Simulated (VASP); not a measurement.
# C in VASP: a series of runs

Runs on C. Level: PBE. Tasks: single point.

Everything below comes from runs of VASP 6.6.1. Logs are shortened: lines on timing, memory, paths and dates and some standing lists are left out, and cuts for length are marked.

### Step 1. The cell of the first run

Symmetry: R-3m, No. 166, trigonal system. The conventional cell has a = 2.456 Å, b = 2.456 Å, c = 10.041 Å, α = 90.00°, β = 90.00°, γ = 120.00°. C (site symmetry 3m) has 3 C at 1.42 Å within 1.9 Å.

### Step 2. Single point, PBE

Contents of INCAR:

```
ALGO = Normal
EDIFF = 1E-6
ENCUT = 520
GGA = PE
ISIF = 2
ISMEAR = -1
LASPH = True
LCHARG = False
LREAL = False
LWAVE = False
NBANDS = 11
NELM = 80
PREC = Accurate
SIGMA = 0.05
```

Contents of KPOINTS:

```
k-points
0
Gamma
  14 14 14
```

Contents of POSCAR:

```
C
1.0
    1.2280287114      0.7090027071      3.3470114498
   -1.2280287114      0.7090027071      3.3470114498
    0.0000000000     -1.4180054142      3.3470114498
C
2
Direct
    0.8360000000      0.8360000000      0.8360000000
    0.1640000000      0.1640000000      0.1640000000
```

Potentials or basis: VASP PAW PBE potentials, release 64 (C).

On the command line:

```
$ cat potpaw_PBE.64/C/POTCAR > POTCAR
$ mpirun -np 1 vasp_std > vasp.out
```

OUTCAR:

```text
EDIFF = 1E-6
   ENCUT = 520
   GGA = PE
   ISIF = 2
   ISMEAR = -1
   LASPH = True
   LREAL = False
   NELM = 80
   PREC = Accurate

 ion  position               nearest neighbor table
   1  0.836  0.836  0.836-   2 1.42   2 1.42   2 1.42
   2  0.164  0.164  0.164-   1 1.42   1 1.42   1 1.42

  LATTYP: Found a trigonal (rhomboedric) cell.
 ALAT       =     3.6350000000
 COS(alpha) =     0.7717355882

  Lattice vectors:

 A1 = (   1.2280287114,   0.7090027071,   3.3470114498)
 A2 = (  -1.2280287114,   0.7090027071,   3.3470114498)
 A3 = (   0.0000000000,  -1.4180054142,   3.3470114498)

Analysis of symmetry for initial positions (statically):
=====================================================================
 Subroutine PRICEL returns:
 Original cell was already a primitive cell.

 Routine SETGRP: Setting up the symmetry group for a
 trigonal (rhombohedral) supercell.

 Subroutine GETGRP returns: Found 12 space group operations
 (whereof 12 operations were pure point group operations)
 out of a pool of 12 trial point group operations.

The static configuration has the point symmetry D_3d.

Analysis of symmetry for dynamics (positions and initial velocities):
=====================================================================
 Subroutine PRICEL returns:
 Original cell was already a primitive cell.

 Routine SETGRP: Setting up the symmetry group for a
 trigonal (rhombohedral) supercell.

 Subroutine GETGRP returns: Found 12 space group operations
 (whereof 12 operations were pure point group operations)
 out of a pool of 12 trial point group operations.

The dynamic configuration has the point symmetry D_3d.

 Subroutine INISYM returns: Found 12 space group operations
 (whereof 12 operations are pure point group operations),
 and found     1 'primitive' translations

----------------------------------------------------------------------------------------

                                     Primitive cell

  volume of cell :      17.4850

  direct lattice vectors                    reciprocal lattice vectors
     1.228028711  0.709002707  3.347011450     0.407156604  0.235071975  0.099591333
    -1.228028711  0.709002707  3.347011450    -0.407156604  0.235071975  0.099591333
     0.000000000 -1.418005414  3.347011450     0.000000000 -0.470143950  0.099591333

  length of vectors
     3.635000000  3.635000000  3.635000000     0.480576495  0.480576495  0.480576495

  position of ions in fractional coordinates (direct lattice)
     0.836000000  0.836000000  0.836000000
     0.164000000  0.164000000  0.164000000

  ion indices of the primitive-cell ions
   primitive index   ion index
                 1           1
                 2           2

----------------------------------------------------------------------------------------

 KPOINTS: k-points

Automatic generation of k-mesh.
 Grid dimensions read from file:
 generate k-points for:   14   14   14

 Generating k-lattice:

  Cartesian coordinates                     Fractional coordinates (reciprocal lattice)
     0.029082615  0.016790855  0.007113667     0.071428571  0.000000000 -0.000000000
    -0.029082615  0.016790855  0.007113667     0.000000000  0.071428571 -0.000000000
     0.000000000 -0.033581711  0.007113667    -0.000000000 -0.000000000  0.071428571

  Length of vectors
     0.034326892  0.034326892  0.034326892

  Shift w.r.t. Gamma in fractional coordinates (k-lattice)
     0.000000000  0.000000000  0.000000000

 Subroutine IBZKPT returns following result:
 ===========================================

 Found    288 irreducible k-points:

 Following reciprocal coordinates:
            Coordinates               Weight
  0.000000  0.000000  0.000000      1.000000
  0.071429 -0.000000  0.000000      6.000000
  0.142857 -0.000000  0.000000      6.000000
  0.214286  0.000000  0.000000      6.000000
  0.285714  0.000000  0.000000      6.000000
  0.357143 -0.000000  0.000000      6.000000
[... 16 lines left out ...]
  0.214286  0.142857  0.000000     12.000000
  0.285714  0.142857  0.000000     12.000000
 [... further k-points ...]
   k-points           NKPTS =    288   k-points in BZ     NKDIM =    288   number of bands    NBANDS=     11
   number of dos      NEDOS =    301   number of ions     NIONS =      2
   total plane-waves  NPLWV =  21952
   dimension x,y,z NGX =    28 NGY =   28 NGZ =   28
   dimension x,y,z NGXF=    56 NGYF=   56 NGZF=   56
   ions per type =               2
   NGX,Y,Z   is equivalent  to a cutoff of  12.81, 12.81, 12.81 a.u.
   NGXF,Y,Z  is equivalent  to a cutoff of  25.61, 25.61, 25.61 a.u.
 SYSTEM =  unknown system
   PREC   = accura    normal or accurate (medium, high low for compatibility)
   ISTART =      0    job   : 0-new  1-cont  2-samecut
   ICHARG =      2    charge: 1-file 2-atom 10-const
   ISPIN  =      1    spin polarized calculation?
   LNONCOLLINEAR =      F non collinear calculations
   LSORBIT =      F    spin-orbit coupling
   LASPH  =      T    aspherical Exc in radial PAW
   ENCUT  =  520.0 eV  38.22 Ry    6.18 a.u.   6.76  6.76  6.76*2*pi/ulx,y,z
   NELM   =     80;   NELMIN=  2; NELMDL= -5     # of ELM steps
   EDIFF  = 0.1E-05   stopping-criterion for ELM
   LREAL  =      F    real-space projection
   EDIFFG = 0.1E-04   stopping-criterion for IOM
   NSW    =      0    number of steps for IOM
   IBRION =     -1    ionic relax: 0-MD 1-quasi-New 2-CG
   NFREE  =      0    steps in history (QN), initial steepest desc. (CG)
   ISIF   =      2    stress and relaxation
   ISYM   =      2    0-nonsym 1-usesym 2-fastsym
   POTIM  = 0.5000    time-step for ionic-motion
   TEBEG  =    0.0;   TEEND  =   0.0 temperature during run
   PSTRESS=    0.0 pullay stress
   NELECT =       8.0000    total number of electrons
   NUPDOWN=      -1.0000    fix difference up-down
   EMIN   =  10.00;   EMAX   =-10.00  energy-range for DOS
   EFERMI =   0.00;   METHOD = LEGACY
   ISMEAR =    -1;   SIGMA  =   0.05  broadening in eV -4-tet -1-fermi 0-gaus
   EFERMI_NEDOS =   21; number of points for ismear=-14 and -15
   IALGO  =     38    algorithm
   IMIX   =      4    mixing-type and parameters
     AMIX     =   0.40;   BMIX     =  1.00
     AMIX_MAG =   1.60;   BMIX_MAG =  1.00
  volume/ion in A,a.u.               =       8.74        59.00
  Fermi-wavevector in a.u.,A,eV,Ry     =   1.261488  2.383867 21.651666  1.591353
  Thomas-Fermi vector in A             =   2.394945
   LORBIT       =      0    0 simple, 1 ext, 2 COOP (PROOUT), +10 PAW based schemes
   GGA     = PE    functional components
   LHFCALC =     F    Hartree Fock is set to
   AEXX    =    0.0000 exact exchange contribution
   IVDW    =     0    specifies the selected vdW correction
   LEPSILON=     F    determine dielectric tensor
   LRPA    =     F    only Hartree local field effects (RPA)
 non-spin polarized calculation
  energy-cutoff  :      520.00
  volume of cell :       17.48
 maximum number of plane-waves:       483
   NGX = 13   NGY = 13   NGZ = 13

 number of electron       8.0000000 magnetization

 Free energy of the ion-electron system (eV)
  ---------------------------------------------------
  ext. energy  EPLUGINS =         0.00000000
  ---------------------------------------------------
  free energy    TOTEN  =       -18.39631332 eV

  energy without entropy =      -18.39629844  energy(sigma->0) =      -18.39630588

 E-fermi :   4.8241     XC(G=0): -10.3651

 val. band max:        4.5435420703   @ k =  -0.1429   0.5000   0.1429
 cond. band min:       5.1078821072   @ k =  -0.1429   0.5000   0.1429
 fundamental gap:      0.5643400369
 Fermi energy:         4.8240530760

 k-point     1 :       0.0000    0.0000    0.0000
  band No.  band energies     occupation
      1     -14.9704      2.00000
      2      -1.8333      2.00000
      3       1.7962      2.00000
      4       1.7962      2.00000
      5       8.9557      0.00000
      6      13.2018      0.00000
      7      13.2018      0.00000
      8      16.2964      0.00000
      9      17.6563      0.00000
     10      27.6328      0.00000
     11      30.6940      0.00000

 k-point     2 :       0.0714   -0.0000    0.0000
  band No.  band energies     occupation
      1     -14.8461      2.00000
      2      -1.7080      2.00000
      3       1.3090      2.00000
      4       1.5413      2.00000
      5       9.1276      0.00000
      6      13.2683      0.00000
      7      13.7210      0.00000
      8      15.8697      0.00000
      9      17.8736      0.00000
     10      28.0304      0.00000
     11      29.6929      0.00000

 k-point     3 :       0.1429   -0.0000    0.0000
  band No.  band energies     occupation
      1     -14.4745      2.00000
      2      -1.3355      2.00000
      3       0.0333      2.00000
      4       0.9091      2.00000
      5       9.6359      0.00000
      6      13.2968      0.00000
      7      14.7280      0.00000
      8      15.1331      0.00000
      9      18.5638      0.00000
     10      27.4411      0.00000
     11      29.0526      0.00000

 k-point     4 :       0.2143    0.0000    0.0000
  band No.  band energies     occupation
      1     -13.8592      2.00000
      2      -1.7013      2.00000
      3      -0.7057      2.00000
      4       0.1446      2.00000
      5      10.4150      0.00000
      6      12.9761      0.00000
      7      13.3551      0.00000
      8      17.1540      0.00000
      9      19.6112      0.00000
     10      25.3974      0.00000
     11      27.8178      0.00000
[... 239 lines left out ...]
 k-point    22 :       0.1429    0.1429    0.0000
  band No.  band energies     occupation
      1     -14.4564      2.00000
      2      -1.4889      2.00000
      3       0.0497      2.00000
      4       0.8944      2.00000
      5       9.9629      0.00000
      6      13.2595      0.00000
      7      14.6791      0.00000
      8      15.1353      0.00000
      9      18.5993      0.00000
     10      27.0471      0.00000
     11      29.0645      0.00000

 k-point    23 :       0.2143    0.1429    0.0000
  band No.  band energies     occupation
      1     -14.0787      2.00000
      2      -1.1976      2.00000
      3      -0.8590      2.00000
      4       0.2024      2.00000
      5      10.6012      0.00000
      6      13.4217      0.00000
      7      13.8554      0.00000
      8      15.7956      0.00000
      9      19.5039      0.00000
     10      25.2894      0.00000
     11      29.6920      0.00000

 k-point    24 :       0.2857    0.1429    0.0000
  band No.  band energies     occupation
      1     -13.4601      2.00000
      2      -2.0794      2.00000
      3      -0.8738      2.00000
      4      -0.6064      2.00000
      5      11.3139      0.00000
      6      12.4897      0.00000
      7      14.5157      0.00000
      8      16.1544      0.00000
      9      20.9490      0.00000
     10      23.3765      0.00000
     11      29.1626      0.00000

 [... further k-points ...]

------------------------ aborting loop because EDIFF is reached ----------------------------------------

  FORCE on cell =-STRESS in cart. coord.  units (eV):
  Direction    XX          YY          ZZ          XY          YZ          ZX
  --------------------------------------------------------------------------------------
  -------------------------------------------------------------------------------------
  Total        0.6169079      0.6169079      0.3309892      0.0000000      0.0000000      0.0000000
  in kB       56.5283203     56.5283203     30.3291055      0.0000000      0.0000000      0.0000000
  external PRESSURE =      47.7952487 kB  Pullay stress =       0.0000000 kB

 VOLUME and BASIS-vectors are now :
 -----------------------------------------------------------------------------
  energy-cutoff  :      520.00
  volume of cell :       17.48
      direct lattice vectors                 reciprocal lattice vectors
     1.228028711  0.709002707  3.347011450     0.407156604  0.235071975  0.099591333
    -1.228028711  0.709002707  3.347011450    -0.407156604  0.235071975  0.099591333
     0.000000000 -1.418005414  3.347011450     0.000000000 -0.470143950  0.099591333

 POSITION                                       TOTAL-FORCE (eV/Angst)
 -----------------------------------------------------------------------------------
      0.00000      0.00000      8.39430         0.000000      0.000000     -0.869403
      0.00000      0.00000      1.64673         0.000000      0.000000      0.869403
 -----------------------------------------------------------------------------------
    total drift:                                0.000000     -0.000000      0.000000

  FREE ENERGIE OF THE ION-ELECTRON SYSTEM (eV)
  ---------------------------------------------------
  free  energy   TOTEN  =       -18.3963133228 eV

  energy  without entropy=      -18.3962984430  energy(sigma->0) =      -18.39630588
```

Run time: 99 s. Hardware: 1 thread of AMD EPYC 7R13, shared host; peak memory 0.15 GiB.

Results:

```
Free energy   : -18.3963 eV
Pressure      : 4.8 GPa
Largest force : 0.869 eV/Å
```

Forces on the atoms (eV/Å):
```
C    0.000  0.000 -0.869
C    0.000  0.000  0.869
```

Stress tensor (GPa, compression positive):
```
5.65 0.00 0.00
0.00 5.65 0.00
0.00 0.00 3.03
```

Caveat: the cell stands under pressure; this functional lacks dispersion, which binds the layers, so the pressure and a relaxed spacing across them are unreliable.

### Step 3. Single point, PBE (shortest bond scaled by 1.1)

Changes to INCAR since step 2:

```diff
@@ -11,3 +11,3 @@
 NBANDS = 11
-NELM = 80
+NELM = 100
 PREC = Accurate
```

KPOINTS is that of step 2.

Contents of POSCAR:

```
C
1.0
    1.2280287114      0.7090027071      3.3470114498
   -1.2280287114      0.7090027071      3.3470114498
    0.0000000000     -1.4180054142      3.3470114498
C
2
Direct
    0.8696000000      0.8196000000      0.8196000000
    0.1304000000      0.1804000000      0.1804000000
```

Potentials or basis: VASP PAW PBE potentials, release 64 (C).

On the command line:

```
$ cat potpaw_PBE.64/C/POTCAR > POTCAR
$ mpirun -np 1 vasp_std > vasp.out
```

Run time: 6.1 min. Hardware: 1 thread of AMD EPYC 7R13, shared host; peak memory 0.21 GiB.

Results (log left out):

- Free energy: -17.9035 eV
- Pressure: 12.5 GPa
- Largest force: 6.451 eV/Å

Forces in eV/Å, atoms in the order of the input:
```
C   -5.539 -3.198 -0.843
C    5.539  3.198  0.843
```

Stress tensor (GPa, compression positive):
```
  9.78 -12.81  -2.97
-12.81  24.58  -1.72
 -2.97  -1.72   3.07
```

Caveat: the cell differs from its parent crystal (shortest bond scaled by 1.1); the cell stands under pressure; this functional lacks dispersion, which binds the layers, so the pressure and a relaxed spacing across them are unreliable; forces of over 1 eV/Å act on the atoms, so gaps and moduli don't describe the material at rest.
